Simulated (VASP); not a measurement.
# Zr3TaZn (Pm-3m) in VASP: single point with PBE

Aim: the single point of Zr3TaZn with PBE.

All numbers are computed with VASP 6.6.1; they aren't measurements. Logs are shortened: lines on timing, memory, paths and dates and some standing lists are left out, and cuts for length are marked.

### 1 The cell of the first run

The structure is cubic, space group Pm-3m (No. 221). Conventional cell: a = 4.907 Å, b = 4.907 Å, c = 4.907 Å, α = 90.00°, β = 90.00°, γ = 90.00°. Within 3.2 Å of Zr (site symmetry 4/mmm) lie 2 Zn at 2.45 Å. Ta (site symmetry m-3m) has 12 Zr at 3.47 Å and 8 Zn at 4.25 Å within 4.6 Å. Zn (site symmetry m-3m) has 6 Zr at 2.45 Å within 3.2 Å.

### 2 Single point, PBE

Input file POSCAR:

```
Zr3TaZn
1.0
    4.9069206362      0.0000000000      0.0000000000
    0.0000000000      4.9069206362      0.0000000000
    0.0000000000      0.0000000000      4.9069206362
Zr Ta Zn
3 1 1
Direct
    0.0000000000      0.5000000000      0.5000000000
    0.5000000000      0.0000000000      0.5000000000
    0.5000000000      0.5000000000      0.0000000000
    0.0000000000      0.0000000000      0.0000000000
    0.5000000000      0.5000000000      0.5000000000
```

Input file INCAR.step1:

```
SYSTEM = Zr3TaZn
  PREC = Accurate
  ENCUT = 520
  EDIFF = 1E-7
  ISMEAR = 0
  SIGMA = 0.1
  LREAL = .FALSE.
  LASPH = .TRUE.
  NELM = 100
  ALGO = Normal
  ISIF = 2
  LWAVE = .FALSE.
  LCHARG = .TRUE.
  LMAXMIX = 4
  GGA = PE
  NBANDS = 38
```

Input file KPOINTS.step1:

```
Automatic mesh
0
G
  8 8 8
  0 0 0
```

Input file INCAR.step2:

```
SYSTEM = Zr3TaZn
  PREC = Accurate
  ENCUT = 520
  EDIFF = 1E-7
  ISMEAR = -5
  SIGMA = 0.1
  LREAL = .FALSE.
  LASPH = .TRUE.
  NELM = 100
  ALGO = Normal
  ISIF = 2
  LWAVE = .FALSE.
  LCHARG = .FALSE.
  LMAXMIX = 4
  GGA = PE
  LORBIT = 10
  NBANDS = 38
  NEDOS = 2001
  ICHARG = 11
```

Input file KPOINTS.step2:

```
Automatic mesh
0
G
  12 12 12
  0 0 0
```

Potentials or basis: VASP PAW PBE potentials, release 64 (Zr_sv, Ta_pv, Zn).

On the command line:

```
$ cat potpaw_PBE.64/Zr_sv/POTCAR potpaw_PBE.64/Ta_pv/POTCAR potpaw_PBE.64/Zn/POTCAR > POTCAR
$ cp INCAR.step1 INCAR
$ cp KPOINTS.step1 KPOINTS
$ mpirun -np 1 vasp_std > vasp.out
$ cp INCAR.step2 INCAR
$ cp KPOINTS.step2 KPOINTS
$ mpirun -np 1 vasp_std > vasp.out
```

OUTCAR:

```text
SYSTEM = Zr3TaZn
   PREC = Accurate
   ENCUT = 520
   EDIFF = 1E-7
   ISMEAR = -5
   LREAL = .FALSE.
   LASPH = .TRUE.
   NELM = 100
   ISIF = 2
   GGA = PE
   LORBIT = 10
   ICHARG = 11

 ion  position               nearest neighbor table
   1  0.000  0.500  0.500-   5 2.45   5 2.45   4 3.47   2 3.47   3 3.47   4 3.47   2 3.47   4 3.47
                             4 3.47   2 3.47   3 3.47   3 3.47   3 3.47   2 3.47
   2  0.500  0.000  0.500-   5 2.45   5 2.45   4 3.47   1 3.47   3 3.47   4 3.47   1 3.47   3 3.47
                             3 3.47   3 3.47   1 3.47   4 3.47   4 3.47   1 3.47
   3  0.500  0.500  0.000-   5 2.45   5 2.45   4 3.47   1 3.47   1 3.47   2 3.47   2 3.47   2 3.47
                             4 3.47   2 3.47   1 3.47   4 3.47   1 3.47   4 3.47
   4  0.000  0.000  0.000-   1 3.47   2 3.47   3 3.47   1 3.47   2 3.47   1 3.47   3 3.47   1 3.47
                             2 3.47   3 3.47   2 3.47   3 3.47
   5  0.500  0.500  0.500-   1 2.45   2 2.45   3 2.45   3 2.45   2 2.45   1 2.45

  LATTYP: Found a simple cubic cell.
 ALAT       =     4.9069206362

  Lattice vectors:

 A1 = (   4.9069206362,   0.0000000000,   0.0000000000)
 A2 = (   0.0000000000,   4.9069206362,   0.0000000000)
 A3 = (   0.0000000000,   0.0000000000,   4.9069206362)

Analysis of symmetry for initial positions (statically):
=====================================================================
 Subroutine PRICEL returns:
 Original cell was already a primitive cell.

 Routine SETGRP: Setting up the symmetry group for a
 simple cubic supercell.

 Subroutine GETGRP returns: Found 48 space group operations
 (whereof 48 operations were pure point group operations)
 out of a pool of 48 trial point group operations.

The static configuration has the point symmetry O_h .

Analysis of symmetry for dynamics (positions and initial velocities):
=====================================================================
 Subroutine PRICEL returns:
 Original cell was already a primitive cell.

 Routine SETGRP: Setting up the symmetry group for a
 simple cubic supercell.

 Subroutine GETGRP returns: Found 48 space group operations
 (whereof 48 operations were pure point group operations)
 out of a pool of 48 trial point group operations.

The dynamic configuration has the point symmetry O_h .

 Subroutine INISYM returns: Found 48 space group operations
 (whereof 48 operations are pure point group operations),
 and found     1 'primitive' translations

----------------------------------------------------------------------------------------

                                     Primitive cell

  volume of cell :     118.1482

  direct lattice vectors                    reciprocal lattice vectors
     4.906920636  0.000000000  0.000000000     0.203793799  0.000000000  0.000000000
     0.000000000  4.906920636  0.000000000     0.000000000  0.203793799  0.000000000
     0.000000000  0.000000000  4.906920636     0.000000000  0.000000000  0.203793799

  length of vectors
     4.906920636  4.906920636  4.906920636     0.203793799  0.203793799  0.203793799

  position of ions in fractional coordinates (direct lattice)
     0.000000000  0.500000000  0.500000000
     0.500000000  0.000000000  0.500000000
     0.500000000  0.500000000  0.000000000
     0.000000000  0.000000000  0.000000000
     0.500000000  0.500000000  0.500000000

  ion indices of the primitive-cell ions
   primitive index   ion index
                 1           1
                 2           2
                 3           3
                 4           4
                 5           5

----------------------------------------------------------------------------------------

 KPOINTS: Automatic mesh

Automatic generation of k-mesh.
 Grid dimensions read from file:
 generate k-points for:   12   12   12

 Generating k-lattice:

  Cartesian coordinates                     Fractional coordinates (reciprocal lattice)
     0.016982817  0.000000000  0.000000000     0.083333333  0.000000000  0.000000000
     0.000000000  0.016982817  0.000000000     0.000000000  0.083333333  0.000000000
     0.000000000  0.000000000  0.016982817     0.000000000  0.000000000  0.083333333

  Length of vectors
     0.016982817  0.016982817  0.016982817

  Shift w.r.t. Gamma in fractional coordinates (k-lattice)
     0.000000000  0.000000000  0.000000000

 TETIRR: Found    854 inequivalent tetrahedra from    10368

 Subroutine IBZKPT returns following result:
 ===========================================

 Found     84 irreducible k-points:

 Following reciprocal coordinates:
            Coordinates               Weight
  0.000000  0.000000  0.000000      1.000000
  0.083333  0.000000  0.000000      6.000000
  0.166667  0.000000  0.000000      6.000000
  0.250000  0.000000  0.000000      6.000000
  0.333333  0.000000  0.000000      6.000000
  0.416667  0.000000  0.000000      6.000000
[... 16 lines left out ...]
  0.333333  0.333333  0.000000     12.000000
  0.416667  0.333333  0.000000     24.000000
 [... further k-points ...]
   k-points           NKPTS =     84   k-points in BZ     NKDIM =     84   number of bands    NBANDS=     38
   number of dos      NEDOS =   2001   number of ions     NIONS =      5
   total plane-waves  NPLWV =  46656
   dimension x,y,z NGX =    36 NGY =   36 NGZ =   36
   dimension x,y,z NGXF=    72 NGYF=   72 NGZF=   72
   ions per type =               3   1   1
   NGX,Y,Z   is equivalent  to a cutoff of  12.20, 12.20, 12.20 a.u.
   NGXF,Y,Z  is equivalent  to a cutoff of  24.39, 24.39, 24.39 a.u.
 SYSTEM =  Zr3TaZn
   PREC   = accura    normal or accurate (medium, high low for compatibility)
   ISTART =      0    job   : 0-new  1-cont  2-samecut
   ICHARG =     11    charge: 1-file 2-atom 10-const
   ISPIN  =      1    spin polarized calculation?
   LNONCOLLINEAR =      F non collinear calculations
   LSORBIT =      F    spin-orbit coupling
   LASPH  =      T    aspherical Exc in radial PAW
   ENCUT  =  520.0 eV  38.22 Ry    6.18 a.u.   9.12  9.12  9.12*2*pi/ulx,y,z
   NELM   =    100;   NELMIN=  2; NELMDL=  0     # of ELM steps
   EDIFF  = 0.1E-06   stopping-criterion for ELM
   LREAL  =      F    real-space projection
   EDIFFG = 0.1E-05   stopping-criterion for IOM
   NSW    =      0    number of steps for IOM
   IBRION =     -1    ionic relax: 0-MD 1-quasi-New 2-CG
   NFREE  =      0    steps in history (QN), initial steepest desc. (CG)
   ISIF   =      2    stress and relaxation
   ISYM   =      2    0-nonsym 1-usesym 2-fastsym
   POTIM  = 0.5000    time-step for ionic-motion
   TEBEG  =    0.0;   TEEND  =   0.0 temperature during run
   PSTRESS=    0.0 pullay stress
   NELECT =      59.0000    total number of electrons
   NUPDOWN=      -1.0000    fix difference up-down
   EMIN   =  10.00;   EMAX   =-10.00  energy-range for DOS
   EFERMI =   0.00;   METHOD = LEGACY
   ISMEAR =    -5;   SIGMA  =   0.10  broadening in eV -4-tet -1-fermi 0-gaus
   EFERMI_NEDOS =   21; number of points for ismear=-14 and -15
   IALGO  =     38    algorithm
   IMIX   =      4    mixing-type and parameters
     AMIX     =   0.40;   BMIX     =  1.00
     AMIX_MAG =   1.60;   BMIX_MAG =  1.00
  volume/ion in A,a.u.               =      23.63       159.46
  Fermi-wavevector in a.u.,A,eV,Ry     =   1.298822  2.454419 22.952210  1.686940
  Thomas-Fermi vector in A             =   2.430126
   LORBIT       =     10    0 simple, 1 ext, 2 COOP (PROOUT), +10 PAW based schemes
   GGA     = PE    functional components
   LHFCALC =     F    Hartree Fock is set to
   AEXX    =    0.0000 exact exchange contribution
   IVDW    =     0    specifies the selected vdW correction
   LEPSILON=     F    determine dielectric tensor
   LRPA    =     F    only Hartree local field effects (RPA)
 non-spin polarized calculation
 Fermi weights with tetrahedron method with Bloechl corrections
  energy-cutoff  :      520.00
  volume of cell :      118.15
 maximum number of plane-waves:      3203

 number of electron      58.9999994 magnetization

 Free energy of the ion-electron system (eV)
  ---------------------------------------------------
  ext. energy  EPLUGINS =         0.00000000
  ---------------------------------------------------
  free energy    TOTEN  =       -33.90997488 eV

  energy without entropy =      -33.90997488  energy(sigma->0) =      -33.90997488

 E-fermi :   5.9294     XC(G=0): -10.7289

 val. band max:        5.9578949643   @ k =   0.2500   0.0000   0.0000
 cond. band min:       5.9140169706   @ k =   0.4167   0.2500   0.0000
 fundamental gap:     -0.0438779937
 Fermi energy:         5.9293953757

 k-point     1 :       0.0000    0.0000    0.0000
  band No.  band energies     occupation
      1     -42.8493      2.00000
      2     -42.7953      2.00000
      3     -42.7953      2.00000
      4     -28.8465      2.00000
      5     -28.8465      2.00000
      6     -28.8465      2.00000
[... 30 lines left out ...]
     37       9.7739      0.00000
     38      10.0694      0.00000

 k-point     2 :       0.0833    0.0000    0.0000
  band No.  band energies     occupation
      1     -42.8484      2.00000
      2     -42.7960      2.00000
      3     -42.7953      2.00000
      4     -28.8465      2.00000
      5     -28.8464      2.00000
      6     -28.8464      2.00000
[... 30 lines left out ...]
     37       9.7404      0.00000
     38       9.9385      0.00000

 k-point     3 :       0.1667    0.0000    0.0000
  band No.  band energies     occupation
      1     -42.8460      2.00000
      2     -42.7982      2.00000
      3     -42.7952      2.00000
      4     -28.8465      2.00000
      5     -28.8464      2.00000
      6     -28.8464      2.00000
[... 30 lines left out ...]
     37       9.5199      0.00000
[... 781 lines left out ...]
 k-point    23 :       0.3333    0.3333    0.0000
  band No.  band energies     occupation
      1     -42.8278      2.00000
      2     -42.8077      2.00000
      3     -42.8021      2.00000
      4     -28.8471      2.00000
      5     -28.8468      2.00000
      6     -28.8459      2.00000
[... 30 lines left out ...]
     37       8.4097      0.00000
     38       8.5517      0.00000

 k-point    24 :       0.4167    0.3333    0.0000
  band No.  band energies     occupation
      1     -42.8238      2.00000
      2     -42.8101      2.00000
      3     -42.8033      2.00000
      4     -28.8471      2.00000
      5     -28.8469      2.00000
      6     -28.8459      2.00000
[... 30 lines left out ...]
     37       8.2158      0.00000
     38       8.3455      0.00000

 [... further k-points ...]
[... 5 lines left out ...]
  --------------------------------------------------------------------------------------
  -------------------------------------------------------------------------------------
  Total        0.0422500      0.0422500      0.0422500     -0.0000000      0.0000000     -0.0000000
  in kB        0.5729414      0.5729414      0.5729414     -0.0000000      0.0000000     -0.0000000
  external PRESSURE =       0.5729414 kB  Pullay stress =       0.0000000 kB

 VOLUME and BASIS-vectors are now :
 -----------------------------------------------------------------------------
  energy-cutoff  :      520.00
  volume of cell :      118.15
      direct lattice vectors                 reciprocal lattice vectors
     4.906920636  0.000000000  0.000000000     0.203793799  0.000000000  0.000000000
     0.000000000  4.906920636  0.000000000     0.000000000  0.203793799  0.000000000
     0.000000000  0.000000000  4.906920636     0.000000000  0.000000000  0.203793799

 POSITION                                       TOTAL-FORCE (eV/Angst)
 -----------------------------------------------------------------------------------
      0.00000      2.45346      2.45346         0.000000      0.000000      0.000000
      2.45346      0.00000      2.45346         0.000000      0.000000      0.000000
      2.45346      2.45346      0.00000         0.000000      0.000000      0.000000
      0.00000      0.00000      0.00000         0.000000      0.000000      0.000000
      2.45346      2.45346      2.45346         0.000000      0.000000      0.000000
 -----------------------------------------------------------------------------------
    total drift:                               -0.000000      0.000000      0.000000

  FREE ENERGIE OF THE ION-ELECTRON SYSTEM (eV)
  ---------------------------------------------------
  free  energy   TOTEN  =       -33.9099748796 eV

  energy  without entropy=      -33.9099748796  energy(sigma->0) =      -33.90997488

 total charge

# of ion       s       p       d       tot
------------------------------------------
    1        2.197   5.972   1.580   9.749
    2        2.197   5.972   1.580   9.749
    3        2.197   5.972   1.580   9.749
    4        0.333   6.049   2.073   8.456
    5        0.886   0.810   9.697  11.394
--------------------------------------------------
tot          7.812  24.775  16.510  49.097
```

Wall time 3.2 min (1 thread of Intel Xeon 6975P-C (Granite Rapids), shared host); peak memory 0.45 GiB.

What came out:

* Valence electrons inside the program's atomic spheres: Zr 9.75; Ta 8.46; Zn 11.39

Levels at points of the mesh, in eV from the Fermi level:
| k point | band 27 | band 28 | band 29 | band 30 | band 31 | band 32 | band 33 | band 34 |
| --- | --- | --- | --- | --- | --- | --- | --- | --- |
| (0.00, 0.00, 0.00) | -1.28 | 0.97 | 0.97 | 0.97 | 1.02 | 1.02 | 1.02 | 2.66 |
| (0.50, 0.00, 0.00) | -0.70 | -0.53 | -0.18 | -0.15 | -0.15 | 0.97 | 1.31 | 1.49 |
| (0.50, 0.50, 0.00) | -0.39 | -0.39 | -0.25 | -0.25 | -0.21 | -0.06 | 1.18 | 1.18 |
| (0.50, 0.50, 0.50) | -0.21 | -0.21 | 0.49 | 0.49 | 0.49 | 0.62 | 0.62 | 0.94 |

Caveat: spin-orbit coupling is left out, which moves the levels of the heavy elements; tetrahedron occupations give inexact forces and stress in metals.
